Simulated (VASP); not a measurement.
Wanted: the native input for a VASP 6.6.1 run.

```yaml
Task: single point
Functional: PBE
Potentials_or_basis: VASP PAW PBE potentials, release 64 (Sr_sv, Zn, Tl_d)
Cutoff: 520 eV
k_mesh: 4 × 4 × 4
Occupations: gaussian, width 0.1 eV
Spin: no spin polarisation
Dipole_correction: no
Further_INCAR_settings: ALGO = Fast; EDIFF = 1e-06; NBANDS = 38
```

The structure of SrTl2Zn2 lies in POSCAR:

```
SrTl2Zn2
1.0
    3.7173992436     -4.2086366617      0.0000000000
    3.7173992436      4.2086366617      0.0000000000
    0.0000000000      0.0000000000      5.9479515485
Sr Zn Tl
1 2 2
Direct
    0.0000000000      0.0000000000      0.0000000000
    0.1865352569      0.1865352569      0.5000000000
    0.8134647431      0.8134647431      0.5000000000
    0.3034009204      0.6965990796      0.5000000000
    0.6965990796      0.3034009204      0.5000000000
```

The cell was built from a structure type or drawn by symmetry, and may not be a known phase.

These files were run (other wordings do the same):

INCAR

```
PREC = Accurate
ENCUT = 520
EDIFF = 1E-6
ISMEAR = 0
SIGMA = 0.1
LREAL = F
LASPH = T
NELM = 60
ALGO = Fast
ISIF = 2
LWAVE = F
LCHARG = T
GGA = PE
LELF = T
LVHAR = T
NBANDS = 38
```

KPOINTS

```
Automatic mesh
0
Gamma
  4 4 4
```

Potentials or basis: VASP PAW PBE potentials, release 64 (Sr_sv, Zn, Tl_d).

Launch:

```console
$ cat potpaw_PBE.64/Sr_sv/POTCAR potpaw_PBE.64/Zn/POTCAR potpaw_PBE.64/Tl_d/POTCAR > POTCAR
$ mpirun -np 1 vasp_std > vasp.out
```

Results of the run:

| Quantity | Value |
| --- | --- |
| Pressure | -0.1 GPa |
| Largest force | 0.004 eV/Å |
| Band gap on the k mesh | zero (bands 30 and 31 overlap by 1.31 eV) |

Caveat: spin-orbit coupling is left out, which moves the levels of the heavy elements.

Wall time 2.6 min on 1 thread of Oxide Virtual Turin-like Processor, on a shared host, peak memory 0.34 GiB.
